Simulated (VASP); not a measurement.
# ZnS (F-43m) in VASP: notebook

ZnS is run at these levels: PBEsol; tasks: single point.

Program: VASP 6.6.1. These are calculated values, not measurements. Logs are shortened: lines on timing, memory, paths and dates and some standing lists are left out, and cuts for length are marked.

**What was measured.**

“Electronic, vibrational, and thermodynamic properties of ZnS (zincblende and rocksalt structure)”, 2009, arxiv:0911.5022 quotes, for a bulk crystal of ZnS at 19 K: band gap 3.85 eV (direct).

How close the calculation comes is told below.

## (1) The cell of the first run

Symmetry: F-43m, No. 216, cubic system. The conventional cell has a = 5.409 Å, b = 5.409 Å, c = 5.409 Å, α = 90.00°, β = 90.00°, γ = 90.00°. Zn (site symmetry -43m) has 4 S at 2.34 Å within 3.1 Å. Within 3.1 Å of S (site symmetry -43m) lie 4 Zn at 2.34 Å.

## (2) Single point, PBEsol

File INCAR:

```
SYSTEM = ZnS
PREC = Accurate ; ENCUT = 500
EDIFF = 1E-6 ; ISMEAR = 0
SIGMA = 0.1 ; LREAL = .FALSE.
LASPH = .TRUE. ; NELM = 120
ALGO = Normal ; ISIF = 2
LWAVE = .FALSE. ; LCHARG = .FALSE.
GGA = PS ; NBANDS = 16
GGA_COMPAT = .FALSE.
```

File KPOINTS:

```
Automatic mesh
0
G
  6 6 6
  0 0 0
```

File POSCAR:

```
ZnS
1.0
    0.0000000000      2.7046500000      2.7046500000
    2.7046500000      0.0000000000      2.7046500000
    2.7046500000      2.7046500000      0.0000000000
Zn S
1 1
Direct
    0.0000000000      0.0000000000      0.0000000000
    0.7500000000      0.7500000000      0.7500000000
```

Potentials or basis: VASP PAW PBE potentials, release 64 (Zn, S).

Command:

```sh
cat potpaw_PBE.64/Zn/POTCAR potpaw_PBE.64/S/POTCAR > POTCAR
mpirun -np 1 vasp_std > vasp.out
```

OUTCAR:

```text
SYSTEM = ZnS
   PREC = Accurate
   ENCUT = 500
   EDIFF = 1E-6
   ISMEAR = 0
   LREAL = .FALSE.
   LASPH = .TRUE.
   NELM = 120
   ISIF = 2
   GGA = PS

 ion  position               nearest neighbor table
   1  0.000  0.000  0.000-   2 2.34   2 2.34   2 2.34   2 2.34
   2  0.750  0.750  0.750-   1 2.34   1 2.34   1 2.34   1 2.34

  LATTYP: Found a face centered cubic cell.
 ALAT       =     5.4093000000

  Lattice vectors:

 A1 = (   0.0000000000,   2.7046500000,   2.7046500000)
 A2 = (   2.7046500000,   0.0000000000,   2.7046500000)
 A3 = (   2.7046500000,   2.7046500000,   0.0000000000)

Analysis of symmetry for initial positions (statically):
=====================================================================
 Subroutine PRICEL returns:
 Original cell was already a primitive cell.

 Routine SETGRP: Setting up the symmetry group for a
 face centered cubic supercell.

 Subroutine GETGRP returns: Found 24 space group operations
 (whereof 24 operations were pure point group operations)
 out of a pool of 48 trial point group operations.

The static configuration has the point symmetry T_d .

Analysis of symmetry for dynamics (positions and initial velocities):
=====================================================================
 Subroutine PRICEL returns:
 Original cell was already a primitive cell.

 Routine SETGRP: Setting up the symmetry group for a
 face centered cubic supercell.

 Subroutine GETGRP returns: Found 24 space group operations
 (whereof 24 operations were pure point group operations)
 out of a pool of 48 trial point group operations.

The dynamic configuration has the point symmetry T_d .

 Subroutine INISYM returns: Found 24 space group operations
 (whereof 24 operations are pure point group operations),
 and found     1 'primitive' translations

----------------------------------------------------------------------------------------

                                     Primitive cell

  volume of cell :      39.5697

  direct lattice vectors                    reciprocal lattice vectors
     0.000000000  2.704650000  2.704650000    -0.184866803  0.184866803  0.184866803
     2.704650000  0.000000000  2.704650000     0.184866803 -0.184866803  0.184866803
     2.704650000  2.704650000  0.000000000     0.184866803  0.184866803 -0.184866803

  length of vectors
     3.824952711  3.824952711  3.824952711     0.320198696  0.320198696  0.320198696

[... 70 lines left out ...]
   NELM   =    120;   NELMIN=  2; NELMDL= -5     # of ELM steps
   EDIFF  = 0.1E-05   stopping-criterion for ELM
   LREAL  =      F    real-space projection
   EDIFFG = 0.1E-04   stopping-criterion for IOM
   NSW    =      0    number of steps for IOM
   IBRION =     -1    ionic relax: 0-MD 1-quasi-New 2-CG
   NFREE  =      0    steps in history (QN), initial steepest desc. (CG)
   ISIF   =      2    stress and relaxation
   ISYM   =      2    0-nonsym 1-usesym 2-fastsym
   POTIM  = 0.5000    time-step for ionic-motion
   TEBEG  =    0.0;   TEEND  =   0.0 temperature during run
   PSTRESS=    0.0 pullay stress
   NELECT =      18.0000    total number of electrons
   NUPDOWN=      -1.0000    fix difference up-down
   EMIN   =  10.00;   EMAX   =-10.00  energy-range for DOS
   EFERMI =   0.00;   METHOD = LEGACY
   ISMEAR =     0;   SIGMA  =   0.10  broadening in eV -4-tet -1-fermi 0-gaus
   EFERMI_NEDOS =   21; number of points for ismear=-14 and -15
   IALGO  =     38    algorithm
   IMIX   =      4    mixing-type and parameters
     AMIX     =   0.40;   BMIX     =  1.00
     AMIX_MAG =   1.60;   BMIX_MAG =  1.00
  volume/ion in A,a.u.               =      19.78       133.51
  Fermi-wavevector in a.u.,A,eV,Ry     =   1.259055  2.379268 21.568210  1.585219
  Thomas-Fermi vector in A             =   2.392634
   LORBIT       =      0    0 simple, 1 ext, 2 COOP (PROOUT), +10 PAW based schemes
   GGA     = PS    functional components
   LHFCALC =     F    Hartree Fock is set to
   AEXX    =    0.0000 exact exchange contribution
   IVDW    =     0    specifies the selected vdW correction
   LEPSILON=     F    determine dielectric tensor
   LRPA    =     F    only Hartree local field effects (RPA)
 non-spin polarized calculation
 Gauss-broadening in eV      SIGMA  =   0.10
  energy-cutoff  :      500.00
  volume of cell :       39.57
 maximum number of plane-waves:      1018
   NGX = 13   NGY = 13   NGZ = 13

 number of electron      17.9999998 magnetization

 Free energy of the ion-electron system (eV)
  ---------------------------------------------------
  ext. energy  EPLUGINS =         0.00000000
  ---------------------------------------------------
  free energy    TOTEN  =        -7.57877765 eV

  energy without entropy =       -7.57877765  energy(sigma->0) =       -7.57877765

 E-fermi :   2.4367     XC(G=0):  -9.8352

 val. band max:        1.9885373576   @ k =   0.0000   0.0000   0.0000
 cond. band min:       3.9522563189   @ k =   0.0000   0.0000   0.0000
 fundamental gap:      1.9637189612
 Fermi energy:         2.4366845339

 k-point     1 :       0.0000    0.0000    0.0000
  band No.  band energies     occupation
      1     -11.1458      2.00000
      2      -4.3731      2.00000
      3      -4.3731      2.00000
      4      -4.3731      2.00000
      5      -3.8776      2.00000
      6      -3.8776      2.00000
[... 281 lines left out ...]
      3      -4.0811      2.00000
      4      -3.9941      2.00000
      5      -3.8550      2.00000
      6      -3.5226      2.00000
[... 8 lines left out ...]
     15      15.8797      0.00000
     16      16.7042      0.00000

------------------------ aborting loop because EDIFF is reached ----------------------------------------

  FORCE on cell =-STRESS in cart. coord.  units (eV):
  Direction    XX          YY          ZZ          XY          YZ          ZX
  --------------------------------------------------------------------------------------
  -------------------------------------------------------------------------------------
  Total       -0.4903580     -0.4903580     -0.4903580     -0.0000000      0.0000000      0.0000000
  in kB      -19.8545775    -19.8545775    -19.8545775     -0.0000000      0.0000000      0.0000000
  external PRESSURE =     -19.8545775 kB  Pullay stress =       0.0000000 kB

 VOLUME and BASIS-vectors are now :
 -----------------------------------------------------------------------------
  energy-cutoff  :      500.00
  volume of cell :       39.57
      direct lattice vectors                 reciprocal lattice vectors
     0.000000000  2.704650000  2.704650000    -0.184866803  0.184866803  0.184866803
     2.704650000  0.000000000  2.704650000     0.184866803 -0.184866803  0.184866803
     2.704650000  2.704650000  0.000000000     0.184866803  0.184866803 -0.184866803

 POSITION                                       TOTAL-FORCE (eV/Angst)
 -----------------------------------------------------------------------------------
      0.00000      0.00000      0.00000         0.000000      0.000000     -0.000000
      4.05697      4.05697      4.05697        -0.000000     -0.000000      0.000000
 -----------------------------------------------------------------------------------
    total drift:                               -0.000000     -0.000000     -0.000000

  FREE ENERGIE OF THE ION-ELECTRON SYSTEM (eV)
  ---------------------------------------------------
  free  energy   TOTEN  =        -7.5787776531 eV

  energy  without entropy=       -7.5787776531  energy(sigma->0) =       -7.57877765
```

OSZICAR:

```text
N       E                     dE             d eps       ncg     rms          rms(c)
DAV:   1     0.846717176414E+02    0.84672E+02   -0.85941E+03   512   0.128E+03
DAV:   2    -0.232996444526E+01   -0.87002E+02   -0.82054E+02   576   0.252E+02
DAV:   3    -0.792357694268E+01   -0.55936E+01   -0.55629E+01   608   0.621E+01
DAV:   4    -0.798375460670E+01   -0.60178E-01   -0.60164E-01   632   0.666E+00
DAV:   5    -0.798443064969E+01   -0.67604E-03   -0.67603E-03   656   0.679E-01    0.661E+00
DAV:   6    -0.760200067740E+01    0.38243E+00   -0.78817E-01   752   0.321E+01    0.521E+00
DAV:   7    -0.758220714562E+01    0.19794E-01   -0.22773E-01   560   0.468E+00    0.252E+00
DAV:   8    -0.757886922584E+01    0.33379E-02   -0.49383E-03   760   0.896E-01    0.588E-01
DAV:   9    -0.757869657962E+01    0.17265E-03   -0.94155E-04   600   0.265E-01    0.954E-02
DAV:  10    -0.757878727420E+01   -0.90695E-04   -0.16531E-04   616   0.935E-02    0.236E-02
DAV:  11    -0.757877730272E+01    0.99715E-05   -0.27535E-05   608   0.414E-02    0.610E-03
DAV:  12    -0.757877765305E+01   -0.35034E-06   -0.30334E-06   600   0.158E-02
   1 F= -.75787777E+01 E0= -.75787777E+01  d E =-.148558E-11
```

Run time: 16 s. Hardware: 1 thread of Intel Xeon 8259CL, shared host; peak memory 0.15 GiB.

Results:

- Free energy: -7.5788 eV
- Pressure: -2.0 GPa
- Band gap on the k mesh: 1.96 eV, direct

Levels at points of the mesh, in eV from the valence-band top:
| k point | band 6 | band 7 | band 8 | band 9 | band 10 | band 11 | band 12 | band 13 |
| --- | --- | --- | --- | --- | --- | --- | --- | --- |
| (0.00, 0.00, 0.00) | -5.87 | 0.00 | 0.00 | 0.00 | 1.96 | 6.31 | 6.31 | 6.31 |
| (0.50, 0.00, 0.00) | -5.67 | -5.35 | -0.87 | -0.87 | 3.19 | 6.83 | 6.83 | 8.69 |
| (0.50, 0.50, 0.00) | -5.65 | -4.60 | -2.24 | -2.24 | 3.24 | 3.97 | 10.81 | 11.86 |

Caveat: the PAW data sets were made with another functional, which shifts forces and pressure a little.

## (3) Single point, PBEsol

This run uses another cell than the first one, of 19.21 Å³/atom, 0.971 times its volume.

File INCAR:

```
SYSTEM = ZnS
ALGO     = Normal         ! electronic algorithm
EDIFF    = 1E-6           ! SCF threshold, eV
ENCUT    = 500            ! plane-wave cutoff, eV
GGA      = PS             ! functional
GGA_COMPAT= .False.      
ISIF     = 2              ! what is computed and relaxed
ISMEAR   = 1              ! smearing method
LASPH    = .True.         ! aspherical terms in the spheres
LCHARG   = .False.        ! write CHGCAR
LREAL    = .False.        ! projectors in reciprocal space
LWAVE    = .False.        ! write WAVECAR
NBANDS   = 16             ! bands
NELM     = 120            ! most SCF steps
PREC     = Accurate       ! precision mode
SIGMA    = 0.02           ! smearing width, eV
```

File KPOINTS:

```
k-points
0
Gamma
  10 10 10
  0 0 0
```

File POSCAR:

```
ZnS
1.0
    0.0000000000      2.6782590749      2.6782590749
    2.6782590749      0.0000000000      2.6782590749
    2.6782590749      2.6782590749      0.0000000000
Zn S
1 1
Direct
    0.0000000000      0.0000000000      0.0000000000
    0.7500000000      0.7500000000      0.7500000000
```

Potentials or basis: VASP PAW PBE potentials, release 64 (Zn, S).

Command:

```sh
cat potpaw_PBE.64/Zn/POTCAR potpaw_PBE.64/S/POTCAR > POTCAR
mpirun -np 1 vasp_std > vasp.out
```

Run time: 40 s. Hardware: 1 thread of Intel Xeon 8259CL, shared host; peak memory 0.17 GiB.

It converged, with:

| Property | Result |
| --- | --- |
| Free energy | -7.5887 eV |
| Pressure | 0.2 GPa |
| Band gap on the k mesh | 2.09 eV, direct |

Levels at points of the mesh, in eV from the valence-band top:
| k point | band 7 | band 8 | band 9 | band 10 | band 11 | band 12 |
| --- | --- | --- | --- | --- | --- | --- |
| (0.00, 0.00, 0.00) | 0.00 | 0.00 | 0.00 | 2.09 | 6.29 | 6.29 |
| (0.50, 0.00, 0.00) | -5.54 | -0.92 | -0.92 | 3.24 | 6.82 | 6.82 |
| (0.50, 0.50, 0.00) | -4.71 | -2.35 | -2.35 | 3.18 | 3.96 | 11.02 |

Caveat: the PAW data sets were made with another functional, which shifts forces and pressure a little.

## (4) Single point, PBEsol

This run uses another cell than the first one, of 14.02 Å³/atom, 0.709 times its volume.

File INCAR:

```
SYSTEM = ZnS
ALGO = Normal
EDIFF = 1E-6
ENCUT = 500
GGA = PS
GGA_COMPAT = .FALSE.
ISIF = 2
ISMEAR = 0
LASPH = .TRUE.
LCHARG = .TRUE.
LELF = .TRUE.
LREAL = .FALSE.
LVHAR = .TRUE.
LWAVE = .FALSE.
NBANDS = 16
NELM = 120
PREC = Accurate
SIGMA = 0.01
```

File KPOINTS:

```
k-points
0
G
  10 10 10
  0 0 0
```

File POSCAR:

```
ZnS
1.0
    0.0000000000      2.4113461867      2.4113461867
    2.4113461867      0.0000000000      2.4113461867
    2.4113461867      2.4113461867      0.0000000000
Zn S
1 1
Direct
    0.0000000000      0.0000000000      0.0000000000
    0.7500000000      0.7500000000      0.7500000000
```

Command:

```sh
cat potpaw_PBE.64/Zn/POTCAR potpaw_PBE.64/S/POTCAR > POTCAR
mpirun -np 1 vasp_std > vasp.out
```

Wall time 32 s (1 thread of AMD EPYC 7R43 (Zen 3), shared host); peak memory 0.13 GiB.

The run converged. Its results:

* Free energy: -6.3470 eV
* Pressure: 50.5 GPa
* Band gap on the k mesh: 2.27 eV, indirect (least direct gap 3.57 eV)

Levels at points of the mesh, in eV from the valence-band top:
```csv
k point,band 5,band 6,band 7,band 8,band 9,band 10,band 11,band 12,band 13,band 14
"(0.00, 0.00, 0.00)",-7.50,-7.50,0.00,0.00,0.00,3.57,5.78,5.78,5.78,12.02
"(0.50, 0.00, 0.00)",-7.43,-7.43,-7.06,-1.51,-1.51,3.72,6.36,6.36,9.57,14.06
"(0.50, 0.50, 0.00)",-7.32,-7.18,-6.20,-3.79,-3.79,2.27,3.44,13.81,14.06,14.17
```

Caveat: the PAW data sets were made with another functional, which shifts forces and pressure a little. A k mesh can miss the band edges.

## (5) Summary

| cell | k mesh | smearing | gap on the mesh (eV) | pressure (GPa) |
| --- | --- | --- | --- | --- |
| a = 3.825 Å, angles 60.0°, 2 atoms | 6 × 6 × 6 | gaussian 0.1 eV | 1.96 | -2.0 |
| a = 3.788 Å, angles 60.0°, 2 atoms | 10 × 10 × 10 | methfessel-paxton 0.02 eV | 2.09 | 0.2 |
| a = 3.410 Å, angles 60.0°, 2 atoms | 10 × 10 × 10 | gaussian 0.01 eV | 2.27 | 50.5 |

Alike in all rows: task single point; level PBEsol; potentials or basis VASP PAW PBE potentials, release 64 (Zn, S); no spin polarisation; cutoff (eV) 500.

Caveats: the PAW data sets were made with another functional, which shifts forces and pressure a little.

Absolute energies hang on the potentials; compare differences alone.

## (6) Against experiment

Step 2. A measured gap of ZnS is 3.85 eV (direct; 19 K; quoted in “Electronic, vibrational, and thermodynamic properties of ZnS (zincblende and rocksalt structure)”, 2009, arxiv:0911.5022); the calculated 1.96 eV misses it by -1.89 eV. The value is that of PBEsol, without temperature or zero-point motion. Semilocal functionals fall short of measured gaps as a rule.

Step 3. A measured gap of ZnS is 3.85 eV (direct; 19 K; quoted in “Electronic, vibrational, and thermodynamic properties of ZnS (zincblende and rocksalt structure)”, 2009, arxiv:0911.5022); the calculated 2.09 eV misses it by -1.76 eV. The value is that of PBEsol, without temperature or zero-point motion. Semilocal functionals fall short of measured gaps as a rule.
